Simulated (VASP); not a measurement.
# Zn (P6_3/mmc) in VASP: further runs

The runs below take Zn through single point, relaxation of cell and atoms, with r2SCAN.

Everything below comes from runs of VASP 6.6.1. Logs are shortened: lines on timing, memory, paths and dates and some standing lists are left out, and cuts for length are marked.

### Step 1. The cell of the first run

The structure is hexagonal, space group P6_3/mmc (No. 194). The conventional cell has a = 2.672 Å, b = 2.672 Å, c = 4.570 Å, α = 90.00°, β = 90.00°, γ = 120.00°. Within 3.5 Å of Zn (site symmetry -6m2) lie 12 Zn at 2.67 to 2.76 Å.

### Step 2. Single point, r2SCAN

Contents of POSCAR:

```
Zn
1.0
    2.6720783691      0.0000000000      0.0000000000
   -1.3360391845      2.3140877485      0.0000000000
    0.0000000000      0.0000000000      4.5699528733
Zn
2
Direct
    0.3333333333      0.6666666667      0.2500000000
    0.6666666667      0.3333333333      0.7500000000
```

Contents of INCAR.step1:

```
SYSTEM = Zn
  PREC = Accurate
  ENCUT = 520
  ISMEAR = 0
  SIGMA = 0.1
  LREAL = .False.
  LASPH = .True.
  NELM = 100
  NBANDS = 19
  GGA = PE
  ALGO = Normal
  EDIFF = 1E-4
  LWAVE = .True.
  LCHARG = .False.
```

Contents of INCAR.step2:

```
SYSTEM = Zn
  PREC = Accurate
  ENCUT = 520
  EDIFF = 1E-7
  ISMEAR = 0
  SIGMA = 0.1
  LREAL = .False.
  LASPH = .True.
  NELM = 100
  ALGO = Normal
  ISIF = 2
  LWAVE = .False.
  LCHARG = .False.
  METAGGA = R2SCAN
  LMIXTAU = .True.
  NBANDS = 19
  ISTART = 1
```

Contents of KPOINTS:

```
Automatic mesh
0
Gamma
  11 11 5
  0 0 0
```

Potentials or basis: VASP PAW PBE potentials, release 64 (Zn).

Command:

```sh
$ cat potpaw_PBE.64/Zn/POTCAR > POTCAR
$ cp INCAR.step1 INCAR
$ mpirun -np 1 vasp_std > vasp.out
$ cp INCAR.step2 INCAR
$ mpirun -np 1 vasp_std > vasp.out
```

OUTCAR:

```text
SYSTEM = Zn
   PREC = Accurate
   ENCUT = 520
   EDIFF = 1E-7
   ISMEAR = 0
   LREAL = .False.
   LASPH = .True.
   NELM = 100
   ISIF = 2
   METAGGA = R2SCAN
   ISTART = 1

 ion  position               nearest neighbor table
   1  0.333  0.667  0.250-   2 2.76   2 2.76   2 2.76   2 2.76   2 2.76   2 2.76
   2  0.667  0.333  0.750-   1 2.76   1 2.76   1 2.76   1 2.76   1 2.76   1 2.76

  LATTYP: Found a hexagonal cell.
 ALAT       =     2.6720783691
 C/A-ratio  =     1.7102615425

  Lattice vectors:

 A1 = (   2.6720783691,   0.0000000000,   0.0000000000)
 A2 = (  -1.3360391845,   2.3140877485,   0.0000000000)
 A3 = (   0.0000000000,   0.0000000000,   4.5699528733)

Analysis of symmetry for initial positions (statically):
=====================================================================
 Subroutine PRICEL returns:
 Original cell was already a primitive cell.

 Routine SETGRP: Setting up the symmetry group for a
 hexagonal supercell.

 Subroutine GETGRP returns: Found 24 space group operations
 (whereof 12 operations were pure point group operations)
 out of a pool of 24 trial point group operations.

The static configuration has the point symmetry D_3d.
 The point group associated with its full space group is D_6h.

Analysis of symmetry for dynamics (positions and initial velocities):
=====================================================================
 Subroutine PRICEL returns:
 Original cell was already a primitive cell.

 Routine SETGRP: Setting up the symmetry group for a
 hexagonal supercell.

 Subroutine GETGRP returns: Found 24 space group operations
 (whereof 12 operations were pure point group operations)
 out of a pool of 24 trial point group operations.

The dynamic configuration has the point symmetry D_3d.
 The point group associated with its full space group is D_6h.

 Subroutine INISYM returns: Found 24 space group operations
 (whereof 12 operations are pure point group operations),
 and found     1 'primitive' translations

----------------------------------------------------------------------------------------

                                     Primitive cell

  volume of cell :      28.2580

  direct lattice vectors                    reciprocal lattice vectors
     2.672078369  0.000000000  0.000000000     0.374240521  0.216067865  0.000000000
    -1.336039184  2.314087748  0.000000000     0.000000000  0.432135731  0.000000000
     0.000000000  0.000000000  4.569952873     0.000000000  0.000000000  0.218820637

  length of vectors
     2.672078369  2.672078369  4.569952873     0.432135731  0.432135731  0.218820637

  position of ions in fractional coordinates (direct lattice)
     0.333333333  0.666666667  0.250000000
     0.666666667  0.333333333  0.750000000

  ion indices of the primitive-cell ions
   primitive index   ion index
                 1           1
                 2           2

----------------------------------------------------------------------------------------

 KPOINTS: Automatic mesh

Automatic generation of k-mesh.
 Grid dimensions read from file:
 generate k-points for:   11   11    5

 Generating k-lattice:

  Cartesian coordinates                     Fractional coordinates (reciprocal lattice)
     0.034021866  0.019642533  0.000000000     0.090909091  0.000000000  0.000000000
     0.000000000  0.039285066  0.000000000     0.000000000  0.090909091  0.000000000
     0.000000000  0.000000000  0.043764127     0.000000000  0.000000000  0.200000000

  Length of vectors
     0.039285066  0.039285066  0.043764127

  Shift w.r.t. Gamma in fractional coordinates (k-lattice)
     0.000000000  0.000000000  0.000000000

 Subroutine IBZKPT returns following result:
 ===========================================

 Found     48 irreducible k-points:

 Following reciprocal coordinates:
            Coordinates               Weight
  0.000000  0.000000  0.000000      1.000000
  0.090909  0.000000  0.000000      6.000000
  0.181818  0.000000  0.000000      6.000000
  0.272727  0.000000  0.000000      6.000000
  0.363636 -0.000000  0.000000      6.000000
  0.454545  0.000000  0.000000      6.000000
[... 16 lines left out ...]
  0.090909  0.090909  0.200000     12.000000
  0.181818  0.090909  0.200000     24.000000
 [... further k-points ...]
   k-points           NKPTS =     48   k-points in BZ     NKDIM =     48   number of bands    NBANDS=     19
   number of dos      NEDOS =    301   number of ions     NIONS =      2
   total plane-waves  NPLWV =  14400
   dimension x,y,z NGX =    20 NGY =   20 NGZ =   36
   dimension x,y,z NGXF=    40 NGYF=   40 NGZF=   72
   ions per type =               2
   NGX,Y,Z   is equivalent  to a cutoff of  12.44, 12.44, 13.10 a.u.
   NGXF,Y,Z  is equivalent  to a cutoff of  24.89, 24.89, 26.19 a.u.
 SYSTEM =  Zn
   PREC   = accura    normal or accurate (medium, high low for compatibility)
   ISTART =      1    job   : 0-new  1-cont  2-samecut
   ICHARG =      0    charge: 1-file 2-atom 10-const
   ISPIN  =      1    spin polarized calculation?
   LNONCOLLINEAR =      F non collinear calculations
   LSORBIT =      F    spin-orbit coupling
   LASPH  =      T    aspherical Exc in radial PAW
   ENCUT  =  520.0 eV  38.22 Ry    6.18 a.u.   4.97  4.97  8.50*2*pi/ulx,y,z
   NELM   =    100;   NELMIN=  2; NELMDL=  0     # of ELM steps
   EDIFF  = 0.1E-06   stopping-criterion for ELM
   LREAL  =      F    real-space projection
   EDIFFG = 0.1E-05   stopping-criterion for IOM
   NSW    =      0    number of steps for IOM
   IBRION =     -1    ionic relax: 0-MD 1-quasi-New 2-CG
   NFREE  =      0    steps in history (QN), initial steepest desc. (CG)
   ISIF   =      2    stress and relaxation
   ISYM   =      2    0-nonsym 1-usesym 2-fastsym
   POTIM  = 0.5000    time-step for ionic-motion
   TEBEG  =    0.0;   TEEND  =   0.0 temperature during run
   PSTRESS=    0.0 pullay stress
   NELECT =      24.0000    total number of electrons
   NUPDOWN=      -1.0000    fix difference up-down
   EMIN   =  10.00;   EMAX   =-10.00  energy-range for DOS
   EFERMI =   0.00;   METHOD = LEGACY
   ISMEAR =     0;   SIGMA  =   0.10  broadening in eV -4-tet -1-fermi 0-gaus
   EFERMI_NEDOS =   21; number of points for ismear=-14 and -15
   IALGO  =     38    algorithm
   IMIX   =      4    mixing-type and parameters
     AMIX     =   0.40;   BMIX     =  1.00
     AMIX_MAG =   1.60;   BMIX_MAG =  1.00
  volume/ion in A,a.u.               =      14.13        95.35
  Fermi-wavevector in a.u.,A,eV,Ry     =   1.550357  2.929750 32.703049  2.403606
  Thomas-Fermi vector in A             =   2.655032
   LORBIT       =      0    0 simple, 1 ext, 2 COOP (PROOUT), +10 PAW based schemes
   METAGGA = R2SCAN    functional components
   LHFCALC =     F    Hartree Fock is set to
   AEXX    =    0.0000 exact exchange contribution
   IVDW    =     0    specifies the selected vdW correction
   LEPSILON=     F    determine dielectric tensor
   LRPA    =     F    only Hartree local field effects (RPA)
 non-spin polarized calculation
 Gauss-broadening in eV      SIGMA  =   0.10
  energy-cutoff  :      520.00
  volume of cell :       28.26
 maximum number of plane-waves:       776
 NGX is ok and might be reduce to    20
   NGX =  9   NGY =  9   NGZ = 17

 number of electron      23.9999991 magnetization

 Free energy of the ion-electron system (eV)
  ---------------------------------------------------
  ext. energy  EPLUGINS =         0.00000000
  ---------------------------------------------------
  free energy    TOTEN  =       -17.81376320 eV

  energy without entropy =      -17.81201396  energy(sigma->0) =      -17.81288858

 E-fermi :   3.7537     XC(G=0): -13.1129

 val. band max:        3.6907961745   @ k =   0.1818   0.1818   0.0000
 cond. band min:       3.7543904594   @ k =   0.2727   0.0909   0.0000
 fundamental gap:      0.0635942849
 Fermi energy:         3.7536768814

 k-point     1 :       0.0000    0.0000    0.0000
  band No.  band energies     occupation
      1      -7.9633      2.00000
      2      -5.6354      2.00000
      3      -4.7776      2.00000
      4      -4.6360      2.00000
      5      -4.6358      2.00000
      6      -4.5500      2.00000
[... 11 lines left out ...]
     18      22.9501      0.00000
     19      22.9501      0.00000

 k-point     2 :       0.0909    0.0000    0.0000
  band No.  band energies     occupation
      1      -7.7110      2.00000
      2      -5.5411      2.00000
      3      -4.7845      2.00000
      4      -4.6318      2.00000
      5      -4.5773      2.00000
      6      -4.5704      2.00000
[... 11 lines left out ...]
     18      24.2935      0.00000
     19      24.9116      0.00000

 k-point     3 :       0.1818    0.0000    0.0000
  band No.  band energies     occupation
      1      -6.9839      2.00000
      2      -5.3360      2.00000
      3      -4.8218      2.00000
      4      -4.6553      2.00000
      5      -4.5982      2.00000
      6      -4.4964      2.00000
[... 11 lines left out ...]
     18      20.6450      0.00000
     19      23.1623      0.00000

 k-point     4 :       0.2727    0.0000    0.0000
  band No.  band energies     occupation
      1      -5.9826      2.00000
      2      -5.2652      2.00000
      3      -4.9007      2.00000
      4      -4.7144      2.00000
      5      -4.6574      2.00000
      6      -4.4980      2.00000
[... 11 lines left out ...]
     18      18.9379      0.00000
     19      22.6040      0.00000

 k-point     5 :       0.3636   -0.0000    0.0000
  band No.  band energies     occupation
      1      -5.4606      2.00000
      2      -5.3400      2.00000
      3      -5.1275      2.00000
      4      -4.5680      2.00000
      5      -4.5663      2.00000
      6      -4.5293      2.00000
[... 11 lines left out ...]
     18      18.2774      0.00000
     19      21.3404      0.00000

 k-point     6 :       0.4545    0.0000    0.0000
  band No.  band energies     occupation
      1      -5.4519      2.00000
      2      -5.3594      2.00000
      3      -5.2431      2.00000
      4      -4.6051      2.00000
      5      -4.5822      2.00000
      6      -4.4916      2.00000
[... 11 lines left out ...]
     18      17.9597      0.00000
     19      20.6821      0.00000

 k-point     7 :       0.0909    0.0909    0.0000
  band No.  band energies     occupation
      1      -7.2192      2.00000
      2      -5.3837      2.00000
      3      -4.8266      2.00000
      4      -4.6134      2.00000
      5      -4.5940      2.00000
      6      -4.4934      2.00000
[... 11 lines left out ...]
     18      22.6285      0.00000
     19      22.7557      0.00000

 k-point     8 :       0.1818    0.0909    0.0000
  band No.  band energies     occupation
      1      -6.3206      2.00000
      2      -5.2089      2.00000
      3      -4.8700      2.00000
      4      -4.7758      2.00000
      5      -4.6590      2.00000
      6      -4.5332      2.00000
[... 256 lines left out ...]
 k-point    20 :       0.2727    0.0000    0.2000
  band No.  band energies     occupation
      1      -5.8182      2.00000
      2      -5.2267      2.00000
      3      -4.9104      2.00000
      4      -4.8058      2.00000
      5      -4.6577      2.00000
      6      -4.4657      2.00000
[... 11 lines left out ...]
     18      19.0491      0.00000
     19      20.8060      0.00000

 k-point    21 :       0.3636   -0.0000    0.2000
  band No.  band energies     occupation
      1      -5.4948      2.00000
      2      -5.3256      2.00000
      3      -5.0275      2.00000
      4      -4.8501      2.00000
      5      -4.5148      2.00000
      6      -4.4830      2.00000
[... 11 lines left out ...]
     18      18.4218      0.00000
     19      19.6524      0.00000

 k-point    22 :       0.4545    0.0000    0.2000
  band No.  band energies     occupation
      1      -5.4924      2.00000
      2      -5.4143      2.00000
      3      -5.0898      2.00000
      4      -4.8645      2.00000
      5      -4.5469      2.00000
      6      -4.4009      2.00000
[... 11 lines left out ...]
     18      18.1250      0.00000
     19      19.0510      0.00000

 k-point    23 :       0.0909    0.0909    0.2000
  band No.  band energies     occupation
      1      -6.9284      2.00000
      2      -5.3622      2.00000
      3      -4.8093      2.00000
      4      -4.6934      2.00000
      5      -4.6825      2.00000
      6      -4.5038      2.00000
[... 11 lines left out ...]
     18      20.4130      0.00000
     19      23.0857      0.00000

 k-point    24 :       0.1818    0.0909    0.2000
  band No.  band energies     occupation
      1      -6.0861      2.00000
      2      -5.1639      2.00000
      3      -4.8805      2.00000
      4      -4.7996      2.00000
      5      -4.7258      2.00000
      6      -4.5382      2.00000
[... 11 lines left out ...]
     18      19.0753      0.00000
     19      22.1151      0.00000

 [... further k-points ...]
[... 5 lines left out ...]
  --------------------------------------------------------------------------------------
  -------------------------------------------------------------------------------------
  Total        0.0746824      0.0746824      0.0727696      0.0000000     -0.0000000      0.0000000
  in kB        4.2343635      4.2343635      4.1259104      0.0000000     -0.0000000      0.0000000
  external PRESSURE =       4.1982124 kB  Pullay stress =       0.0000000 kB

 VOLUME and BASIS-vectors are now :
 -----------------------------------------------------------------------------
  energy-cutoff  :      520.00
  volume of cell :       28.26
      direct lattice vectors                 reciprocal lattice vectors
     2.672078369  0.000000000  0.000000000     0.374240521  0.216067865  0.000000000
    -1.336039184  2.314087748  0.000000000     0.000000000  0.432135731  0.000000000
     0.000000000  0.000000000  4.569952873     0.000000000  0.000000000  0.218820637

 POSITION                                       TOTAL-FORCE (eV/Angst)
 -----------------------------------------------------------------------------------
     -0.00000      1.54273      1.14249        -0.000000      0.000000      0.000000
      1.33604      0.77136      3.42746         0.000000      0.000000      0.000000
 -----------------------------------------------------------------------------------
    total drift:                               -0.000000      0.000000     -0.000000

  FREE ENERGIE OF THE ION-ELECTRON SYSTEM (eV)
  ---------------------------------------------------
  free  energy   TOTEN  =       -17.8137632040 eV

  energy  without entropy=      -17.8120139611  energy(sigma->0) =      -17.81288858
```

Run time: 56 s. Hardware: 1 thread of AMD EPYC 9R45 (Zen 5), shared host; peak memory 0.13 GiB.

Results:

- Free energy: -17.8138 eV
- Pressure: 0.4 GPa
- Band gap on the k mesh: zero (band 12 reaches 4.88 eV, above the bottom of band 13 at 1.56 eV)

Caveat: the PAW data sets were made with another functional, which shifts forces and pressure a little.

### Step 3. Relaxation of cell and atoms, r2SCAN

This run uses another cell than the first one, of 15.33 Å³/atom, 1.085 times its volume.

Contents of POSCAR:

```
Zn
1.0
    2.6700000000      0.0000000000      0.0000000000
   -1.3350000000      2.3122900000      0.0000000000
    0.0000000000      0.0000000000      4.9660000000
Zn
2
Direct
    0.3333333333      0.6666666667      0.2500000000
    0.6666666667      0.3333333333      0.7500000000
```

Contents of INCAR.step1:

```
  PREC = Accurate
  ENCUT = 600
  ISMEAR = 0
  SIGMA = 0.1
  LREAL = F
  LASPH = T
  NELM = 80
  GGA = PE
  ALGO = Normal
  EDIFF = 1E-4
  LWAVE = T
  LCHARG = F
```

Contents of INCAR.step2:

```
  PREC = Accurate
  ENCUT = 600
  EDIFF = 1E-7
  ISMEAR = 0
  SIGMA = 0.1
  LREAL = F
  LASPH = T
  NELM = 80
  ALGO = Normal
  ISIF = 3
  LWAVE = F
  LCHARG = F
  METAGGA = R2SCAN
  LMIXTAU = T
  IBRION = 2
  NSW = 80
  EDIFFG = -0.01
  ISTART = 1
```

Contents of KPOINTS:

```
Automatic mesh
0
Gamma
  11 11 5
```

Potentials or basis: VASP PAW PBE potentials, release 64 (Zn).

Command:

```sh
$ cat potpaw_PBE.64/Zn/POTCAR > POTCAR
$ cp INCAR.step1 INCAR
$ mpirun -np 1 vasp_std > vasp.out
$ cp INCAR.step2 INCAR
$ mpirun -np 1 vasp_std > vasp.out
```

Wall time 15 min (1 thread of AMD EPYC 9R45 (Zen 5), shared host); peak memory 0.15 GiB.

It converged, with:

```yaml
Free_energy: -17.8174 eV
Relaxed_volume: 14.19 Å³/atom
Relaxed_cell: a = 2.701 Å, b = 2.701 Å, c = 4.489 Å, α = 90.00°, β = 90.00°, γ = 120.00°
Space_group_after_relaxing_to_0.05_Å: P6_3/mmc (No. 194)
Energy_gained_by_relaxing: 30.5 meV/atom
Ionic_steps: 16
Pressure_after_relaxing: 0.0 GPa
Band_gap_on_the_k_mesh: zero (band 12 reaches 5.00 eV, above the bottom of band 13 at 1.95 eV)
```

Step by step:
```tsv
step	energy change (eV)	largest force (eV/Å)	pressure (GPa)	volume (Å³)
1	0.0000	0.0000	-4.45	30.66
2	-0.0312	0.0000	0.11	28.81
3	-0.0312	0.0000	0.23	28.77
4	-0.0364	0.0000	0.00	28.72
5	-0.0561	0.0000	-0.25	28.55
6	-0.0515	0.0000	1.18	28.13
7	-0.0596	0.0000	-0.31	28.44
8	-0.0597	0.0000	-0.29	28.43
9	-0.0597	0.0000	-0.26	28.42
10	-0.0608	0.0000	0.32	28.28
11	-0.0598	0.0000	-0.20	28.40
12	-0.0606	0.0000	0.03	28.34
13	-0.0610	0.0000	0.18	28.31
14	-0.0610	0.0000	0.24	28.30
15	-0.0606	0.0000	-0.43	28.50
16	-0.0610	0.0000	0.00	28.37
```

Final structure:
```yaml
crystal:
  lattice:
    - [2.70147, 0.00000, 0.00000]
    - [-1.35073, 2.33954, 0.00000]
    - [0.00000, 0.00000, 4.48878]
  atoms:
    - { symbol: Zn, position: [0.33333, 0.66667, 0.25000] }
    - { symbol: Zn, position: [0.66667, 0.33333, 0.75000] }
```

Levels at points of the mesh, in eV from the Fermi level:
```tsv
k point	band 8	band 9	band 10	band 11	band 12	band 13	band 14	band 15	band 16
(0.00, 0.00, 0.00)	-8.20	-8.20	-7.81	-7.81	-3.89	-1.88	16.64	16.64	19.18
```

Caveat: the PAW data sets were made with another functional, which shifts forces and pressure a little.
